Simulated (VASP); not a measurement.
# Ca4Bi2O (I4/mmm) in VASP: notebook

The runs below take Ca4Bi2O through single point, with LDA.

Program: VASP 6.6.1. These are calculated values, not measurements. Logs are shortened: lines on timing, memory, paths and dates and some standing lists are left out, and cuts for length are marked.

### 1 The cell of the first run

The structure is tetragonal, space group I4/mmm (No. 139). The conventional cell has a = 4.753 Å, b = 4.753 Å, c = 16.538 Å, α = 90.00°, β = 90.00°, γ = 90.00°. Ca (site symmetry 4mm) has 1 O at 2.69 Å and 5 Bi at 3.25 to 3.38 Å and 4 Ca at 3.59 Å within 3.6 Å. Ca (site symmetry mmm) has 2 O at 2.38 Å within 3.1 Å. Within 4.3 Å of Bi (site symmetry 4mm) lie 9 Ca at 3.25 to 3.38 Å and 4 O at 4.09 Å. Within 3.1 Å of O (site symmetry 4/mmm) lie 6 Ca at 2.38 to 2.69 Å.

### 2 Single point, LDA

File INCAR:

```
  ALGO = Normal
  EDIFF = 1E-7
  ENCUT = 520
  GGA = CA
  ISIF = 2
  ISMEAR = 0
  LASPH = T
  LCHARG = F
  LREAL = F
  LWAVE = F
  NBANDS = 47
  NELECT = 76.2
  NELM = 80
  PREC = Accurate
  SIGMA = 0.05
```

File KPOINTS:

```
k-points
0
Gamma
  6 6 6
```

File POSCAR:

```
Ca4Bi2O
1.0
    0.0000000000     -4.7532325118      0.0000000000
    4.7532325118      0.0000000000      0.0000000000
   -2.3766162559      2.3766162559      8.2689634701
Ca Bi O
4 2 1
Direct
    0.3372786500      0.3372786500      0.6745573000
    0.5000000000      0.0000000000      0.0000000000
    0.6627213500      0.6627213500      0.3254427000
    0.0000000000      0.5000000000      0.0000000000
    0.1407579200      0.1407579200      0.2815158400
    0.8592420800      0.8592420800      0.7184841600
    0.5000000000      0.5000000000      0.0000000000
```

Potentials or basis: VASP PAW LDA potentials, release 64 (Ca_sv, Bi_d, O).

Command:

```sh
$ cat potpaw_LDA.64/Ca_sv/POTCAR potpaw_LDA.64/Bi_d/POTCAR potpaw_LDA.64/O/POTCAR > POTCAR
$ mpirun -np 1 vasp_std > vasp.out
```

OUTCAR:

```text
EDIFF = 1E-7
   ENCUT = 520
   GGA = CA
   ISIF = 2
   ISMEAR = 0
   LASPH = T
   LREAL = F
   NELECT = 76.2
   NELM = 80
   PREC = Accurate

 ion  position               nearest neighbor table
   1  0.337  0.337  0.675-   5 3.25   6 3.38   6 3.38   6 3.38   6 3.38
   2  0.500  0.000  0.000-   7 2.38   7 2.38   6 3.33   5 3.33   5 3.33   6 3.33
   3  0.663  0.663  0.325-   6 3.25   5 3.38   5 3.38   5 3.38   5 3.38
   4  0.000  0.500  0.000-   7 2.38   7 2.38   6 3.33   5 3.33   6 3.33   5 3.33
   5  0.141  0.141  0.282-   1 3.25   2 3.33   4 3.33   4 3.33   2 3.33   3 3.38   3 3.38   3 3.38
                             3 3.38
   6  0.859  0.859  0.718-   3 3.25   4 3.33   2 3.33   2 3.33   4 3.33   1 3.38   1 3.38   1 3.38
                             1 3.38
   7  0.500  0.500  0.000-   2 2.38   4 2.38   2 2.38   4 2.38

  LATTYP: Found a body centered tetragonal cell.
 ALAT       =     4.7532325118
 C/A-ratio  =     3.4793010649

  Lattice vectors:

 A1 = (  -2.3766162559,  -2.3766162559,  -8.2689634701)
 A2 = (   2.3766162559,   2.3766162559,  -8.2689634701)
 A3 = (   2.3766162559,  -2.3766162559,   8.2689634701)

Analysis of symmetry for initial positions (statically):
=====================================================================
 Subroutine PRICEL returns:
 Original cell was already a primitive cell.

 Routine SETGRP: Setting up the symmetry group for a
 body centered tetragonal supercell.

 Subroutine GETGRP returns: Found 16 space group operations
 (whereof 16 operations were pure point group operations)
 out of a pool of 16 trial point group operations.

The static configuration has the point symmetry D_4h.

Analysis of symmetry for dynamics (positions and initial velocities):
=====================================================================
 Subroutine PRICEL returns:
 Original cell was already a primitive cell.

 Routine SETGRP: Setting up the symmetry group for a
 body centered tetragonal supercell.

 Subroutine GETGRP returns: Found 16 space group operations
 (whereof 16 operations were pure point group operations)
 out of a pool of 16 trial point group operations.

The dynamic configuration has the point symmetry D_4h.

 Subroutine INISYM returns: Found 16 space group operations
 (whereof 16 operations are pure point group operations),
 and found     1 'primitive' translations

----------------------------------------------------------------------------------------
[... 107 lines left out ...]
   IBRION =     -1    ionic relax: 0-MD 1-quasi-New 2-CG
   NFREE  =      0    steps in history (QN), initial steepest desc. (CG)
   ISIF   =      2    stress and relaxation
   ISYM   =      2    0-nonsym 1-usesym 2-fastsym
   POTIM  = 0.5000    time-step for ionic-motion
   TEBEG  =    0.0;   TEEND  =   0.0 temperature during run
   PSTRESS=    0.0 pullay stress
   NELECT =      76.2000    total number of electrons
   NUPDOWN=      -1.0000    fix difference up-down
   EMIN   =  10.00;   EMAX   =-10.00  energy-range for DOS
   EFERMI =   0.00;   METHOD = LEGACY
   ISMEAR =     0;   SIGMA  =   0.05  broadening in eV -4-tet -1-fermi 0-gaus
   EFERMI_NEDOS =   21; number of points for ismear=-14 and -15
   IALGO  =     38    algorithm
   IMIX   =      4    mixing-type and parameters
     AMIX     =   0.40;   BMIX     =  1.00
     AMIX_MAG =   1.60;   BMIX_MAG =  1.00
  volume/ion in A,a.u.               =      26.69       180.11
  Fermi-wavevector in a.u.,A,eV,Ry     =   1.214088  2.294293 20.055112  1.474009
  Thomas-Fermi vector in A             =   2.349519
   LORBIT       =      0    0 simple, 1 ext, 2 COOP (PROOUT), +10 PAW based schemes
   GGA     = CA    functional components
   LHFCALC =     F    Hartree Fock is set to
   AEXX    =    0.0000 exact exchange contribution
   IVDW    =     0    specifies the selected vdW correction
   LEPSILON=     F    determine dielectric tensor
   LRPA    =     F    only Hartree local field effects (RPA)
 non-spin polarized calculation
 Gauss-broadening in eV      SIGMA  =   0.05
  energy-cutoff  :      520.00
  volume of cell :      186.82
 maximum number of plane-waves:      5070
   NGX = 17   NGY = 17   NGZ = 33

 number of electron      76.2000007 magnetization

 Free energy of the ion-electron system (eV)
  ---------------------------------------------------
  ext. energy  EPLUGINS =         0.00000000
  ---------------------------------------------------
  free energy    TOTEN  =       -34.03721875 eV

  energy without entropy =      -34.03570828  energy(sigma->0) =      -34.03646352

 E-fermi :   5.4181     XC(G=0):  -9.6692

 val. band max:        5.4149898129   @ k =   0.1667   0.0000   0.1667
 cond. band min:       5.4204162778   @ k =   0.0000   0.0000   0.0000
 fundamental gap:      0.0054264649
 Fermi energy:         5.4180616406

 k-point     1 :       0.0000    0.0000    0.0000
  band No.  band energies     occupation
      1     -36.5553      2.00000
      2     -36.5531      2.00000
      3     -35.9281      2.00000
      4     -35.8538      2.00000
      5     -17.9192      2.00000
      6     -17.8939      2.00000
[... 1189 lines left out ...]
     46       7.8872      0.00000
     47       8.0605      0.00000

 [... further k-points ...]

------------------------ aborting loop because EDIFF is reached ----------------------------------------

  FORCE on cell =-STRESS in cart. coord.  units (eV):
  Direction    XX          YY          ZZ          XY          YZ          ZX
  --------------------------------------------------------------------------------------
  -------------------------------------------------------------------------------------
  Total       -2.6874646     -2.6874646     -2.6313588      0.0000000     -0.0000000     -0.0000000
  in kB      -23.0475166    -23.0475166    -22.5663577      0.0000000     -0.0000000     -0.0000000
  external PRESSURE =     -22.8871303 kB  Pullay stress =       0.0000000 kB

 VOLUME and BASIS-vectors are now :
 -----------------------------------------------------------------------------
  energy-cutoff  :      520.00
  volume of cell :      186.82
      direct lattice vectors                 reciprocal lattice vectors
     0.000000000 -4.753232512  0.000000000     0.000000000 -0.210383144  0.060467071
     4.753232512  0.000000000  0.000000000     0.210383144  0.000000000  0.060467071
    -2.376616256  2.376616256  8.268963470     0.000000000  0.000000000  0.120934142

 POSITION                                       TOTAL-FORCE (eV/Angst)
 -----------------------------------------------------------------------------------
      0.00000      0.00000      5.57789         0.000000     -0.000000      0.109050
      0.00000     -2.37662      0.00000        -0.000000     -0.000000      0.000000
      2.37662     -2.37662      2.69107        -0.000000      0.000000     -0.109050
      2.37662      0.00000      0.00000         0.000000      0.000000      0.000000
      0.00000      0.00000      2.32784        -0.000000      0.000000     -0.087218
      2.37662     -2.37662      5.94112         0.000000     -0.000000      0.087218
      2.37662     -2.37662      0.00000         0.000000      0.000000      0.000000
 -----------------------------------------------------------------------------------
    total drift:                                0.000000     -0.000000     -0.000000

  FREE ENERGIE OF THE ION-ELECTRON SYSTEM (eV)
  ---------------------------------------------------
  free  energy   TOTEN  =       -34.0372187510 eV

  energy  without entropy=      -34.0357082792  energy(sigma->0) =      -34.03646352
```

OSZICAR:

```text
N       E                     dE             d eps       ncg     rms          rms(c)
DAV:   1     0.936781427123E+03    0.93678E+03   -0.38253E+04  2820   0.172E+03
DAV:   2     0.710048148747E+02   -0.86578E+03   -0.84661E+03  2841   0.517E+02
DAV:   3    -0.302008952592E+02   -0.10121E+03   -0.99663E+02  4132   0.173E+02
DAV:   4    -0.364214906151E+02   -0.62206E+01   -0.61749E+01  4016   0.394E+01
DAV:   5    -0.369307131031E+02   -0.50922E+00   -0.50789E+00  5288   0.919E+00    0.109E+01
DAV:   6    -0.342009319842E+02    0.27298E+01   -0.15113E+01  4392   0.132E+01    0.553E+00
DAV:   7    -0.341081336439E+02    0.92798E-01   -0.19363E+00  3568   0.576E+00    0.305E+00
DAV:   8    -0.340483462098E+02    0.59787E-01   -0.49823E-01  4040   0.309E+00    0.884E-01
DAV:   9    -0.340399597961E+02    0.83864E-02   -0.23949E-01  4784   0.154E+00    0.532E-01
DAV:  10    -0.340366779067E+02    0.32819E-02   -0.52759E-02  3409   0.648E-01    0.111E-01
DAV:  11    -0.340371953963E+02   -0.51749E-03   -0.45626E-03  3992   0.243E-01    0.429E-02
DAV:  12    -0.340372236559E+02   -0.28260E-04   -0.57994E-04  4930   0.101E-01    0.261E-02
DAV:  13    -0.340372179643E+02    0.56916E-05   -0.13072E-04  3488   0.354E-02    0.496E-03
DAV:  14    -0.340372187172E+02   -0.75283E-06   -0.87468E-06  3832   0.110E-02    0.118E-03
DAV:  15    -0.340372187510E+02   -0.33870E-07   -0.65114E-07  3304   0.496E-03
   1 F= -.34037219E+02 E0= -.34036464E+02  d E =-.151047E-02
```

stdout:

```text
POSCAR found type information on POSCAR CaBiO
 POSCAR found :  3 types and       7 ions
 scaLAPACK will be used
 LDA part: xc-table for (Slater(with rela. corr.)+CA(PZ))
 , standard interpolation
 POSCAR, INCAR and KPOINTS ok, starting setup
 FFT: planning ... GRIDC
 FFT: planning ... GRID_SOFT
 FFT: planning ... GRID
 WAVECAR not read
 entering main loop
 the old and the new charge density differ
 old charge density:    76.00000 new   76.20000
    0.109E+01
```

Run time: 10 min. Hardware: 1 thread of Oxide Virtual Turin-like, shared host; peak memory 0.34 GiB.

What came out:

```yaml
Free_energy: -34.0372 eV
Largest_force: 0.109 eV/Å
```

Forces on the atoms (eV/Å):
```
Ca   0.000  0.000  0.109
Ca   0.000  0.000  0.000
Ca   0.000  0.000 -0.109
Ca   0.000  0.000  0.000
Bi   0.000  0.000 -0.087
Bi   0.000  0.000  0.087
O    0.000  0.000  0.000
```

Caveat: the cell carries a net charge on a neutralising background, which shifts energy and pressure; the cell is charged against a uniform background, so pressure and absolute levels hang on convention; spin-orbit coupling is left out, which moves the levels of the heavy elements.

### 3 Single point, LDA

File INCAR:

```
PREC = Accurate
ENCUT = 520
EDIFF = 1E-6
ISMEAR = 0
SIGMA = 0.05
LREAL = False
LASPH = True
NELM = 100
ALGO = Normal
ISIF = 2
LWAVE = False
LCHARG = True
GGA = CA
LELF = True
LVHAR = True
NBANDS = 47
```

File KPOINTS:

```
Automatic mesh
0
Gamma
  6 6 6
```

POSCAR is that of step 2.

Potentials or basis: VASP PAW LDA potentials, release 64 (Ca_sv, Bi_d, O).

Command:

```sh
$ cat potpaw_LDA.64/Ca_sv/POTCAR potpaw_LDA.64/Bi_d/POTCAR potpaw_LDA.64/O/POTCAR > POTCAR
$ mpirun -np 1 vasp_std > vasp.out
```

Run time: 8.2 min. Hardware: 1 thread of Oxide Virtual Turin-like, shared host; peak memory 0.34 GiB.

It converged, with:

```
Free energy            : -35.0933 eV
Pressure               : -3.5 GPa
Largest force          : 0.099 eV/Å
Band gap on the k mesh : 0.76 eV (least direct gap 1.06 eV)
```

Forces in eV/Å, atoms in the order of the input:
```
Ca   0.000  0.000  0.099
Ca   0.000  0.000  0.000
Ca   0.000  0.000 -0.099
Ca   0.000  0.000  0.000
Bi   0.000  0.000 -0.094
Bi   0.000  0.000  0.094
O    0.000  0.000  0.000
```

Stress tensor (GPa, compression positive):
```
-3.63  0.00  0.00
 0.00 -3.63  0.00
 0.00  0.00 -3.35
```

Levels at points of the mesh, in eV from the valence-band top:
| k point | band 34 | band 35 | band 36 | band 37 | band 38 | band 39 | band 40 | band 41 | band 42 | band 43 |
| --- | --- | --- | --- | --- | --- | --- | --- | --- | --- | --- |
| (0.00, 0.00, 0.00) | -0.88 | -0.88 | -0.04 | 0.00 | 0.00 | 1.19 | 1.27 | 1.28 | 1.49 | 1.50 |
| (0.50, 0.00, 0.00) | -2.45 | -1.69 | -1.10 | -0.93 | -0.82 | 1.78 | 1.97 | 2.34 | 2.68 | 3.03 |
| (0.50, 0.50, 0.00) | -2.06 | -1.88 | -1.51 | -1.51 | -1.10 | 1.22 | 1.56 | 2.19 | 2.23 | 2.60 |
| (0.00, 0.00, 0.50) | -1.74 | -0.73 | -0.73 | -0.35 | -0.35 | 0.76 | 1.02 | 1.52 | 1.97 | 2.28 |

Caveat: the cell stands under tension; spin-orbit coupling is left out, which moves the levels of the heavy elements.

### 4 Single point, LDA

File INCAR:

```
SYSTEM = Ca4Bi2O
ALGO = Normal ; EDIFF = 1E-6
ENCUT = 520 ; ISIF = 2
ISMEAR = 0 ; LASPH = .TRUE.
LCHARG = .FALSE. ; LREAL = .FALSE.
LWAVE = .FALSE. ; NBANDS = 47
NELM = 80 ; PREC = Accurate
SIGMA = 0.05
```

File KPOINTS:

```
k-points
0
G
  6 6 6
  0 0 0
```

POSCAR is that of step 3.

Command:

```sh
$ cat potpaw_LDA.64/Ca_sv/POTCAR potpaw_LDA.64/Bi_d/POTCAR potpaw_LDA.64/O/POTCAR > POTCAR
$ mpirun -np 1 vasp_std > vasp.out
```

It took 8 min on 1 thread of Oxide Virtual Turin-like, shared host; peak memory 0.34 GiB.

Results (log left out):

* Free energy: -35.0933 eV
* Pressure: -3.5 GPa
* Largest force: 0.099 eV/Å
* Band gap on the k mesh: 0.76 eV (least direct gap 1.06 eV)

Forces in eV/Å, atoms in the order of the input:
```
Ca   0.000  0.000  0.099
Ca   0.000  0.000  0.000
Ca   0.000  0.000 -0.099
Ca   0.000  0.000  0.000
Bi   0.000  0.000 -0.094
Bi   0.000  0.000  0.094
O    0.000  0.000  0.000
```

Stress tensor (GPa, compression positive):
```
-3.63  0.00  0.00
 0.00 -3.63  0.00
 0.00  0.00 -3.35
```

Levels at points of the mesh, in eV from the valence-band top:
| k point | band 34 | band 35 | band 36 | band 37 | band 38 | band 39 | band 40 | band 41 | band 42 | band 43 |
| --- | --- | --- | --- | --- | --- | --- | --- | --- | --- | --- |
| (0.00, 0.00, 0.00) | -0.88 | -0.88 | -0.04 | 0.00 | 0.00 | 1.19 | 1.27 | 1.28 | 1.49 | 1.50 |
| (0.50, 0.00, 0.00) | -2.45 | -1.69 | -1.10 | -0.93 | -0.82 | 1.78 | 1.97 | 2.34 | 2.68 | 3.03 |
| (0.50, 0.50, 0.00) | -2.06 | -1.88 | -1.51 | -1.51 | -1.10 | 1.22 | 1.56 | 2.19 | 2.23 | 2.60 |
| (0.00, 0.00, 0.50) | -1.74 | -0.73 | -0.73 | -0.35 | -0.35 | 0.76 | 1.02 | 1.52 | 1.97 | 2.28 |

Caveat: the cell stands under tension; spin-orbit coupling is left out, which moves the levels of the heavy elements. A k mesh can miss the band edges.
